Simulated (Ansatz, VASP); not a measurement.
**Two plane-wave programs on NaMg6Sb**

INCAR

```
ALGO = Normal ; EDIFF = 1E-6
ENCUT = 520 ; GGA = PE
ISIF = 2 ; ISMEAR = -1
LASPH = T ; LCHARG = F
LREAL = F ; LWAVE = F
NBANDS = 22 ; NELM = 80
PREC = Accurate ; SIGMA = 0.05
```

Contents of KPOINTS:

```
k-points
0
Gamma
  5 5 5
```

File POSCAR:

```
NaMg6Sb
1.0
    5.3759871164      0.0000000000      0.0000000000
    0.0000000000      3.2391406811      5.8299202744
    0.0000000000     -3.2391406811      5.8299202744
Sb Mg Na
1 6 1
Direct
    0.0000000000      0.6657290000      0.6657290000
    0.5000000000      0.8362990000      0.8362990000
    0.5000000000      0.3357240000      0.3357240000
    0.5000000000      0.3305960000      0.8318680000
    0.5000000000      0.8318680000      0.3305960000
    0.0000000000      0.1680800000      0.6645300000
    0.0000000000      0.6645300000      0.1680800000
    0.0000000000      0.1671700000      0.1671700000
```

File input.yaml:

```yaml
crystal:
  lattice:
    - [5.3759871164, 0.0, 0.0]
    - [0.0, 3.2391406811, 5.8299202744]
    - [0.0, -3.2391406811, 5.8299202744]
  atoms:
    - { symbol: Sb, position: [0.0, 0.665729, 0.665729] }
    - { symbol: Mg, position: [0.5, 0.836299, 0.836299] }
    - { symbol: Mg, position: [0.5, 0.335724, 0.335724] }
    - { symbol: Mg, position: [0.5, 0.330596, 0.831868] }
    - { symbol: Mg, position: [0.5, 0.831868, 0.330596] }
    - { symbol: Mg, position: [0.0, 0.16808, 0.66453] }
    - { symbol: Mg, position: [0.0, 0.66453, 0.16808] }
    - { symbol: Na, position: [0.0, 0.16717, 0.16717] }
hamiltonian:
  xc: pbe
  pseudopotentials: { kind: paw }
kpoints:
  mp_grid: { grid: [5, 5, 5] }
scf:
  occupations: { method: fermi_dirac, width: 0.05 }
output:
  forces: true
  stress: true
  eigenvalues: true
```

Alike in both runs: task single point; functional PBE; k mesh 5 × 5 × 5; occupations fermi-dirac, width 0.05 eV; no spin polarisation.

```csv
,VASP,Ansatz
version,VASP 6.6.1,Ansatz 0.2.0
potentials or method,"VASP PAW PBE potentials, release 64 (Sb, Mg, Na_pv)",Ansatz PAW
plane-wave cutoff (eV),520,420
valence electrons in the cell,24,84
```

Ansatz gave:

```
gap on the k mesh at the Fermi level (eV)                     : none
pressure (GPa)                                                : -1.9
traceless stress, the component that is largest in VASP (GPa) : -1.15
rms of the force components (eV/Å)                            : 0.043
```

Estimate VASP's values.

gap on the k mesh at the Fermi level (eV): none; pressure (GPa): -1.9; traceless stress, the component that is largest in VASP (GPa): -1.15; rms of the force components (eV/Å): 0.044.

Atom by atom the forces differ by 0.001 eV/Å (rms over components). A gap of «none» marks a metal or a gap that the smearing closes. With one functional, cell and mesh, what is left measures potentials, basis and numerics. VASP's potentials hold 24 valence electrons a cell and Ansatz's 84, so a difference there can come from the potentials and not from the codes.

Spin-orbit coupling is off throughout.
